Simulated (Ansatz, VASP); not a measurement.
## Sn: VASP beside Ansatz

```
Sn
1.0
     0.00000    2.37856    2.37856
     2.37856    0.00000    2.37856
     2.37856    2.37856    0.00000
Sn
1
Direct
  0.00000 0.00000 0.00000
```

Alike in both runs: task single point; functional PBE; k mesh 18 × 18 × 18; occupations fermi-dirac, width 0.1 eV; no spin polarisation.

|  | VASP | Ansatz |
| --- | --- | --- |
| version | VASP 6.6.1 | Ansatz 0.2.0 |
| potentials or method | VASP PAW PBE potentials, release 64 (Sn_d), cutoff 520 eV | plane waves (420 eV) with PAW, scalar-relativistic |
| valence electrons in the cell | 14 | 14 |

Ansatz gave:

| Property | Result |
| --- | --- |
| pressure (GPa) | 2.1 |

Question: Estimate VASP's values.

Answer: Pressure (GPa): 2.0.
